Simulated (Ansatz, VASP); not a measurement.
**Two plane-wave programs on BN**

INCAR

```
  PREC = Accurate
  ENCUT = 520
  EDIFF = 1E-7
  ISMEAR = 0
  SIGMA = 0.05
  LREAL = False
  LASPH = True
  NELM = 80
  ALGO = Normal
  ISIF = 2
  LWAVE = False
  LCHARG = False
  GGA = PE
  IVDW = 12
  NBANDS = 16
```

Contents of KPOINTS:

```
Automatic mesh
0
Gamma
  12 12 4
```

POSCAR

```
BN
1.0
    2.5064381059      0.0000000000      0.0000000000
   -1.2532190530      2.1706390727      0.0000000000
    0.0000000000      0.0000000000      6.6168468515
B N
2 2
Direct
    0.3333333333      0.6666666667      0.2500000000
    0.6666666667      0.3333333333      0.7500000000
    0.1951251882      0.3902503764      0.6593223686
    0.6666666667      0.3333333333      0.2500000000
```

Input for Ansatz:

```yaml
crystal:
  lattice:
    - [2.5064381059, 0.0, 0.0]
    - [-1.253219053, 2.1706390727, 0.0]
    - [0.0, 0.0, 6.6168468515]
  atoms:
    - { symbol: B, position: [0.3333333333, 0.6666666667, 0.25] }
    - { symbol: B, position: [0.6666666667, 0.3333333333, 0.75] }
    - { symbol: "N", position: [0.1951251882, 0.3902503764, 0.6593223686] }
    - { symbol: "N", position: [0.6666666667, 0.3333333333, 0.25] }
basis:
  ecutwfc: 420
kpoints:
  mp_grid: { grid: [12, 12, 4] }
hamiltonian:
  xc: pbe
  dispersion: d3bj
scf:
  occupations: { method: gaussian, width: 0.05 }
output:
  forces: true
  stress: true
  eigenvalues: true
  write_density: true
  write_potential: true
  elf: true
  volumetric_format: npy
```

Alike in both runs: task single point; functional PBE; dispersion D3(BJ); k mesh 12 × 12 × 4; occupations gaussian, width 0.05 eV; no spin polarisation.

```csv
,VASP,Ansatz
version,VASP 6.6.1,Ansatz 0.2.0
potentials or method,"VASP PAW PBE potentials, release 64 (B, N), cutoff 520 eV","scalar-relativistic, plane waves, PAW"
valence electrons in the cell,16,16
```

```csv
,VASP,Ansatz,Ansatz less VASP
gap on the k mesh at the Fermi level (eV),none,none,-
pressure (GPa),7.3,7.3,-0.01
"traceless stress, the component that is largest in VASP (GPa)",-19.13,-18.94,+0.189
rms of the force components (eV/Å),1.813,1.810,-0.0033
```

Atom by atom the forces differ by 0.004 eV/Å (rms over components). A gap of «none» marks a metal or a gap that the smearing closes.
